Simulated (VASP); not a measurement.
# MnS in VASP: further runs

The runs below take MnS through single point, with PBE.

Everything below comes from runs of VASP 6.6.1. Logs are shortened: lines on timing, memory, paths and dates and some standing lists are left out, and cuts for length are marked.

**1. The cell of the first run**

The typed cell holds 2 atoms: a = 3.991 Å, b = 3.991 Å, c = 3.991 Å, α = 60.04°, β = 60.04°, γ = 60.04°.

**2. Single point, PBE, collinear spin, ferromagnetic start**

Input file INCAR:

```
  ALGO = Normal
  EDIFF = 1E-7
  ENCUT = 520
  GGA = PE
  ISIF = 2
  ISMEAR = 0
  ISPIN = 2
  LASPH = T
  LCHARG = F
  LMAXMIX = 4
  LORBIT = 11
  LREAL = F
  LWAVE = F
  MAGMOM = 4 0
  NBANDS = 20
  NELM = 150
  PREC = Accurate
  SIGMA = 0.1
```

Input file KPOINTS:

```
k-points
0
Gamma
  6 6 6
```

Input file POSCAR:

```
MnS
1.0
    1.9966225116      1.1527505445      3.2571518882
   -1.9966225116      1.1527505445      3.2571518882
    0.0000000000     -2.3055010891      3.2571518882
Mn S
1 1
Direct
    1.0000920421      1.0000920421      1.0000920421
    0.7499079579      0.7499079579      0.7499079579
```

Potentials or basis: VASP PAW PBE potentials, release 64 (Mn_pv, S).

Started as:

```
cat potpaw_PBE.64/Mn_pv/POTCAR potpaw_PBE.64/S/POTCAR > POTCAR
mpirun -np 1 vasp_std > vasp.out
```

OUTCAR:

```text
EDIFF = 1E-7
   ENCUT = 520
   GGA = PE
   ISIF = 2
   ISMEAR = 0
   ISPIN = 2
   LASPH = T
   LORBIT = 11
   LREAL = F
   NELM = 150
   PREC = Accurate

 ion  position               nearest neighbor table
   1  0.000  0.000  0.000-   2 2.44   2 2.44   2 2.44   2 2.44
   2  0.750  0.750  0.750-   1 2.44   1 2.44   1 2.44   1 2.44

  LATTYP: Found a trigonal (rhomboedric) cell.
 ALAT       =     3.9905355147
 COS(alpha) =     0.4993207858

  Lattice vectors:

 A1 = (   1.9966225116,   1.1527505445,   3.2571518882)
 A2 = (  -1.9966225116,   1.1527505445,   3.2571518882)
 A3 = (   0.0000000000,  -2.3055010891,   3.2571518882)

Analysis of symmetry for initial positions (statically):
=====================================================================
 Subroutine PRICEL returns:
 Original cell was already a primitive cell.

 Routine SETGRP: Setting up the symmetry group for a
 trigonal (rhombohedral) supercell.

 Subroutine GETGRP returns: Found  6 space group operations
 (whereof  6 operations were pure point group operations)
 out of a pool of 12 trial point group operations.

The static configuration has the point symmetry C_3v.

Analysis of symmetry for dynamics (positions and initial velocities):
=====================================================================
 Subroutine PRICEL returns:
 Original cell was already a primitive cell.

 Routine SETGRP: Setting up the symmetry group for a
 trigonal (rhombohedral) supercell.

 Subroutine GETGRP returns: Found  6 space group operations
 (whereof  6 operations were pure point group operations)
 out of a pool of 12 trial point group operations.

The dynamic configuration has the point symmetry C_3v.

Analysis of structural, dynamic, and magnetic symmetry:
=====================================================================
 Subroutine PRICEL returns:
 Original cell was already a primitive cell.

 Routine SETGRP: Setting up the symmetry group for a
 trigonal (rhombohedral) supercell.

 Subroutine GETGRP returns: Found  6 space group operations
 (whereof  6 operations were pure point group operations)
 out of a pool of 12 trial point group operations.

The overall configuration has the point symmetry C_3v.

 Subroutine INISYM returns: Found  6 space group operations
 (whereof  6 operations are pure point group operations),
 and found     1 'primitive' translations

----------------------------------------------------------------------------------------

                                     Primitive cell

  volume of cell :      44.9801

  direct lattice vectors                    reciprocal lattice vectors
     1.996622512  1.152750544  3.257151888     0.250422900  0.144581729  0.102338898
    -1.996622512  1.152750544  3.257151888    -0.250422900  0.144581729  0.102338898
     0.000000000 -2.305501089  3.257151888     0.000000000 -0.289163458  0.102338898

  length of vectors
     3.990535515  3.990535515  3.990535515     0.306738904  0.306738904  0.306738904

  position of ions in fractional coordinates (direct lattice)
     0.000092042  0.000092042  0.000092042
     0.749907958  0.749907958  0.749907958

  ion indices of the primitive-cell ions
   primitive index   ion index
                 1           1
                 2           2

----------------------------------------------------------------------------------------

 KPOINTS: k-points

Automatic generation of k-mesh.
 Grid dimensions read from file:
 generate k-points for:    6    6    6

 Generating k-lattice:

  Cartesian coordinates                     Fractional coordinates (reciprocal lattice)
     0.041737150  0.024096955  0.017056483     0.166666667  0.000000000  0.000000000
    -0.041737150  0.024096955  0.017056483     0.000000000  0.166666667  0.000000000
     0.000000000 -0.048193910  0.017056483     0.000000000  0.000000000  0.166666667

  Length of vectors
     0.051123151  0.051123151  0.051123151

  Shift w.r.t. Gamma in fractional coordinates (k-lattice)
     0.000000000  0.000000000  0.000000000

 Subroutine IBZKPT returns following result:
 ===========================================

 Found     32 irreducible k-points:

 Following reciprocal coordinates:
            Coordinates               Weight
  0.000000  0.000000  0.000000      1.000000
  0.166667  0.000000 -0.000000      6.000000
  0.333333  0.000000  0.000000      6.000000
  0.500000  0.000000  0.000000      3.000000
  0.166667  0.166667 -0.000000      6.000000
  0.333333  0.166667  0.000000     12.000000
[... 16 lines left out ...]
  0.500000  0.500000  0.166667      6.000000
 -0.333333  0.500000  0.166667     12.000000
 [... further k-points ...]
   k-points           NKPTS =     32   k-points in BZ     NKDIM =     32   number of bands    NBANDS=     20
   number of dos      NEDOS =    301   number of ions     NIONS =      2
   total plane-waves  NPLWV =  27000
   dimension x,y,z NGX =    30 NGY =   30 NGZ =   30
   dimension x,y,z NGXF=    60 NGYF=   60 NGZF=   60
   ions per type =               1   1
   NGX,Y,Z   is equivalent  to a cutoff of  12.50, 12.50, 12.50 a.u.
   NGXF,Y,Z  is equivalent  to a cutoff of  25.00, 25.00, 25.00 a.u.
 SYSTEM =  unknown system
   PREC   = accura    normal or accurate (medium, high low for compatibility)
   ISTART =      0    job   : 0-new  1-cont  2-samecut
   ICHARG =      2    charge: 1-file 2-atom 10-const
   ISPIN  =      2    spin polarized calculation?
   LNONCOLLINEAR =      F non collinear calculations
   LSORBIT =      F    spin-orbit coupling
   LASPH  =      T    aspherical Exc in radial PAW
   ENCUT  =  520.0 eV  38.22 Ry    6.18 a.u.   7.42  7.42  7.42*2*pi/ulx,y,z
   NELM   =    150;   NELMIN=  2; NELMDL= -5     # of ELM steps
   EDIFF  = 0.1E-06   stopping-criterion for ELM
   LREAL  =      F    real-space projection
   EDIFFG = 0.1E-05   stopping-criterion for IOM
   NSW    =      0    number of steps for IOM
   IBRION =     -1    ionic relax: 0-MD 1-quasi-New 2-CG
   NFREE  =      0    steps in history (QN), initial steepest desc. (CG)
   ISIF   =      2    stress and relaxation
   ISYM   =      2    0-nonsym 1-usesym 2-fastsym
   POTIM  = 0.5000    time-step for ionic-motion
   TEBEG  =    0.0;   TEEND  =   0.0 temperature during run
   PSTRESS=    0.0 pullay stress
   NELECT =      19.0000    total number of electrons
   NUPDOWN=      -1.0000    fix difference up-down
   EMIN   =  10.00;   EMAX   =-10.00  energy-range for DOS
   EFERMI =   0.00;   METHOD = LEGACY
   ISMEAR =     0;   SIGMA  =   0.10  broadening in eV -4-tet -1-fermi 0-gaus
   EFERMI_NEDOS =   21; number of points for ismear=-14 and -15
   IALGO  =     38    algorithm
   IMIX   =      4    mixing-type and parameters
     AMIX     =   0.40;   BMIX     =  1.00
     AMIX_MAG =   1.60;   BMIX_MAG =  1.00
  volume/ion in A,a.u.               =      22.49       151.77
  Fermi-wavevector in a.u.,A,eV,Ry     =   1.228342  2.321229 20.528786  1.508823
  Thomas-Fermi vector in A             =   2.363271
   LORBIT       =     11    0 simple, 1 ext, 2 COOP (PROOUT), +10 PAW based schemes
   GGA     = PE    functional components
   LHFCALC =     F    Hartree Fock is set to
   AEXX    =    0.0000 exact exchange contribution
   IVDW    =     0    specifies the selected vdW correction
   LEPSILON=     F    determine dielectric tensor
   LRPA    =     F    only Hartree local field effects (RPA)
 spin polarized calculation
 Gauss-broadening in eV      SIGMA  =   0.10
  energy-cutoff  :      520.00
  volume of cell :       44.98
 maximum number of plane-waves:      1243
 NGX is ok and might be reduce to    30
   NGX = 15   NGY = 15   NGZ = 15

 number of electron      18.9999992 magnetization       4.9647470

 Free energy of the ion-electron system (eV)
  ---------------------------------------------------
  ext. energy  EPLUGINS =         0.00000000
  ---------------------------------------------------
  free energy    TOTEN  =       -14.08616087 eV

  energy without entropy =      -14.08361614  energy(sigma->0) =      -14.08488850

 E-fermi :   4.3346     XC(G=0):  -9.1983

 val. band max:        4.2233289314   @ k =   0.1667   0.0000  -0.0000
 cond. band min:       4.3891881127   @ k =  -0.3333   0.5000   0.1667
 fundamental gap:      0.1658591813
 Fermi energy:         4.3346473957

 spin component 1

 k-point     1 :       0.0000    0.0000    0.0000
  band No.  band energies     occupation
      1     -46.4806      1.00000
      2     -46.4804      1.00000
      3     -46.4804      1.00000
      4      -9.4698      1.00000
      5      -0.5010      1.00000
      6      -0.5010      1.00000
[... 12 lines left out ...]
     19      16.1558      0.00000
     20      16.8374      0.00000
[... 507 lines left out ...]
 k-point    24 :      -0.3333    0.5000    0.1667
  band No.  band energies     occupation
      1     -46.4829      1.00000
      2     -46.4819      1.00000
      3     -46.4815      1.00000
      4      -8.6072      1.00000
      5      -1.1207      1.00000
      6      -0.3006      1.00000
[... 12 lines left out ...]
     19      16.9576      0.00000
     20      17.2163      0.00000

 [... further k-points ...]

 spin component 2

 k-point     1 :       0.0000    0.0000    0.0000
  band No.  band energies     occupation
      1     -41.8498      1.00000
      2     -41.8497      1.00000
      3     -41.8497      1.00000
      4      -9.1622      1.00000
      5       1.0881      1.00000
      6       1.0881      1.00000
[... 12 lines left out ...]
     19      17.0287      0.00000
     20      17.8007      0.00000
[... 507 lines left out ...]
 k-point    24 :      -0.3333    0.5000    0.1667
  band No.  band energies     occupation
      1     -41.8533      1.00000
      2     -41.8518      1.00000
      3     -41.8513      1.00000
      4      -8.3555      1.00000
      5      -0.2958      1.00000
      6       0.5273      1.00000
[... 12 lines left out ...]
     19      17.5903      0.00000
     20      17.7707      0.00000

 [... further k-points ...]

------------------------ aborting loop because EDIFF is reached ----------------------------------------

  FORCE on cell =-STRESS in cart. coord.  units (eV):
  Direction    XX          YY          ZZ          XY          YZ          ZX
  --------------------------------------------------------------------------------------
  -------------------------------------------------------------------------------------
  Total       -0.0184777     -0.0184777     -0.0091488      0.0000000      0.0000000      0.0000000
  in kB       -0.6581701     -0.6581701     -0.3258756      0.0000000      0.0000000      0.0000000
  external PRESSURE =      -0.5474052 kB  Pullay stress =       0.0000000 kB

 VOLUME and BASIS-vectors are now :
 -----------------------------------------------------------------------------
  energy-cutoff  :      520.00
  volume of cell :       44.98
      direct lattice vectors                 reciprocal lattice vectors
     1.996622512  1.152750544  3.257151888     0.250422900  0.144581729  0.102338898
    -1.996622512  1.152750544  3.257151888    -0.250422900  0.144581729  0.102338898
     0.000000000 -2.305501089  3.257151888     0.000000000 -0.289163458  0.102338898

 POSITION                                       TOTAL-FORCE (eV/Angst)
 -----------------------------------------------------------------------------------
      0.00000     -0.00000      0.00090         0.000000      0.000000     -0.001876
      0.00000     -0.00000      7.32769         0.000000     -0.000000      0.001876
 -----------------------------------------------------------------------------------
    total drift:                               -0.000000      0.000000      0.000071

  FREE ENERGIE OF THE ION-ELECTRON SYSTEM (eV)
  ---------------------------------------------------
  free  energy   TOTEN  =       -14.0861608679 eV

  energy  without entropy=      -14.0836161416  energy(sigma->0) =      -14.08488850

 total charge

# of ion       s       p       d       tot
------------------------------------------
    1        0.256   6.203   4.893  11.352
    2        1.314   2.444   0.000   3.758
--------------------------------------------------
tot          1.570   8.647   4.893  15.110

 magnetization (x)

# of ion       s       p       d       tot
------------------------------------------
    1        0.049   0.064   4.251   4.364
    2        0.011   0.080   0.000   0.091
--------------------------------------------------
tot          0.060   0.144   4.251   4.455
```

It took 31 s on 1 thread of AMD EPYC 9R45 (Zen 5), shared host; peak memory 0.17 GiB.

Results:

```
Free energy                                           : -14.0862 eV
Pressure                                              : -0.1 GPa
Band gap on the k mesh                                : zero (filled and empty bands overlap)
Net moment                                            : 4.96 μB per cell
Site moments                                          : Mn +4.36; S +0.09 μB
Valence electrons inside the program's atomic spheres : Mn 11.35; S 3.76
```

Caveat: a cell with one magnetic atom can't hold antiferromagnetic order, which such compounds often take; semilocal functionals often make such compounds metallic where correlation or magnetic order opens a gap, which also shifts bond lengths. With open d or f shells a metallic result of PBE can be an artefact of self-interaction; +U or a hybrid may open a gap.

**3. Single point, PBE, collinear spin, ferromagnetic start**

Input file INCAR:

```
PREC = Accurate
ENCUT = 520
EDIFF = 1E-6
ISMEAR = 0
SIGMA = 0.1
LREAL = F
LASPH = T
NELM = 150
ALGO = Normal
ISIF = 2
LWAVE = F
LCHARG = F
ISPIN = 2
MAGMOM = 4.63 0
LORBIT = 11
LMAXMIX = 4
GGA = PE
NBANDS = 20
```

Input file KPOINTS:

```
Automatic mesh
0
Gamma
  18 18 18
```

Input file POSCAR:

```
MnS
1.0
    0.0000000000      2.8218849492      2.8218849492
    2.8218849492      0.0000000000      2.8218849492
    2.8218849492      2.8218849492      0.0000000000
Mn S
1 1
Direct
    0.5000000000      0.5000000000      0.5000000000
    0.2500000000      0.2500000000      0.2500000000
```

Potentials or basis: VASP PAW PBE potentials, release 64 (Mn_pv, S).

Started as:

```
cat potpaw_PBE.64/Mn_pv/POTCAR potpaw_PBE.64/S/POTCAR > POTCAR
mpirun -np 1 vasp_std > vasp.out
```

OUTCAR:

```text
PREC = Accurate
   ENCUT = 520
   EDIFF = 1E-6
   ISMEAR = 0
   LREAL = F
   LASPH = T
   NELM = 150
   ISIF = 2
   ISPIN = 2
   LORBIT = 11
   GGA = PE

 ion  position               nearest neighbor table
   1  0.500  0.500  0.500-   2 2.44   2 2.44   2 2.44   2 2.44
   2  0.250  0.250  0.250-   1 2.44   1 2.44   1 2.44   1 2.44

  LATTYP: Found a face centered cubic cell.
 ALAT       =     5.6437698984

  Lattice vectors:

 A1 = (   0.0000000000,   2.8218849492,   2.8218849492)
 A2 = (   2.8218849492,   0.0000000000,   2.8218849492)
 A3 = (   2.8218849492,   2.8218849492,   0.0000000000)

Analysis of symmetry for initial positions (statically):
=====================================================================
 Subroutine PRICEL returns:
 Original cell was already a primitive cell.

 Routine SETGRP: Setting up the symmetry group for a
 face centered cubic supercell.

 Subroutine GETGRP returns: Found 24 space group operations
 (whereof 24 operations were pure point group operations)
 out of a pool of 48 trial point group operations.

The static configuration has the point symmetry T_d .

Analysis of symmetry for dynamics (positions and initial velocities):
=====================================================================
 Subroutine PRICEL returns:
 Original cell was already a primitive cell.

 Routine SETGRP: Setting up the symmetry group for a
 face centered cubic supercell.

 Subroutine GETGRP returns: Found 24 space group operations
 (whereof 24 operations were pure point group operations)
 out of a pool of 48 trial point group operations.

The dynamic configuration has the point symmetry T_d .

Analysis of structural, dynamic, and magnetic symmetry:
=====================================================================
 Subroutine PRICEL returns:
 Original cell was already a primitive cell.

 Routine SETGRP: Setting up the symmetry group for a
 face centered cubic supercell.
[... 148 lines left out ...]
  ext. energy  EPLUGINS =         0.00000000
  ---------------------------------------------------
  free energy    TOTEN  =       -14.08670645 eV

  energy without entropy =      -14.08380895  energy(sigma->0) =      -14.08525770

 E-fermi :   4.3418     XC(G=0):  -9.2029

 val. band max:        4.3396882115   @ k =   0.1111   0.0556   0.0000
 cond. band min:       4.3605248206   @ k =   0.1111   0.0000   0.0000
 fundamental gap:      0.0208366091
 Fermi energy:         4.3418164523

 spin component 1

 k-point     1 :       0.0000    0.0000    0.0000
  band No.  band energies     occupation
      1     -46.4746      1.00000
      2     -46.4746      1.00000
      3     -46.4746      1.00000
      4      -9.4675      1.00000
      5      -0.4962      1.00000
      6      -0.4962      1.00000
[... 541 lines left out ...]
     19      15.4209      0.00000
     20      19.0661      0.00000

 [... further k-points ...]

 spin component 2

 k-point     1 :       0.0000    0.0000    0.0000
  band No.  band energies     occupation
      1     -41.8441      1.00000
      2     -41.8441      1.00000
      3     -41.8441      1.00000
      4      -9.1598      1.00000
      5       1.0938      1.00000
      6       1.0938      1.00000
[... 541 lines left out ...]
     19      16.3852      0.00000
     20      20.0143      0.00000

 [... further k-points ...]

------------------------ aborting loop because EDIFF is reached ----------------------------------------

  FORCE on cell =-STRESS in cart. coord.  units (eV):
  Direction    XX          YY          ZZ          XY          YZ          ZX
  --------------------------------------------------------------------------------------
  -------------------------------------------------------------------------------------
  Total       -0.0004463     -0.0004463     -0.0004463      0.0000000      0.0000000      0.0000000
  in kB       -0.0159109     -0.0159109     -0.0159109      0.0000000      0.0000000      0.0000000
  external PRESSURE =      -0.0159109 kB  Pullay stress =       0.0000000 kB

 VOLUME and BASIS-vectors are now :
 -----------------------------------------------------------------------------
  energy-cutoff  :      520.00
  volume of cell :       44.94
      direct lattice vectors                 reciprocal lattice vectors
     0.000000000  2.821884949  2.821884949    -0.177186529  0.177186529  0.177186529
     2.821884949  0.000000000  2.821884949     0.177186529 -0.177186529  0.177186529
     2.821884949  2.821884949  0.000000000     0.177186529  0.177186529 -0.177186529

 POSITION                                       TOTAL-FORCE (eV/Angst)
 -----------------------------------------------------------------------------------
      2.82188      2.82188      2.82188         0.000000      0.000000      0.000000
      1.41094      1.41094      1.41094        -0.000000     -0.000000     -0.000000
 -----------------------------------------------------------------------------------
    total drift:                                0.000001      0.000001      0.000001

  FREE ENERGIE OF THE ION-ELECTRON SYSTEM (eV)
  ---------------------------------------------------
  free  energy   TOTEN  =       -14.0867064506 eV

  energy  without entropy=      -14.0838089492  energy(sigma->0) =      -14.08525770

 total charge

# of ion       s       p       d       tot
------------------------------------------
    1        0.257   6.203   4.893  11.353
    2        1.314   2.444   0.000   3.758
--------------------------------------------------
tot          1.571   8.647   4.893  15.111

 magnetization (x)

# of ion       s       p       d       tot
------------------------------------------
    1        0.049   0.064   4.251   4.364
    2        0.012   0.079   0.000   0.091
--------------------------------------------------
tot          0.061   0.143   4.251   4.455
```

Wall time 2.4 min (1 thread of AMD EPYC 9R45 (Zen 5), shared host); peak memory 0.35 GiB.

What came out:

```
Free energy                                           : -14.0867 eV
Pressure                                              : 0.0 GPa
Band gap on the k mesh                                : zero (filled and empty bands overlap)
Net moment                                            : 4.97 μB per cell
Site moments                                          : Mn +4.36; S +0.09 μB
Valence electrons inside the program's atomic spheres : Mn 11.35; S 3.76
```

Caveat: a cell with one magnetic atom can't hold antiferromagnetic order, which such compounds often take; semilocal functionals often make such compounds metallic where correlation or magnetic order opens a gap, which also shifts bond lengths. With open d or f shells a metallic result of PBE can be an artefact of self-interaction; +U or a hybrid may open a gap.

The gap in the log of VASP goes by the Fermi energy; the results here count the filled bands.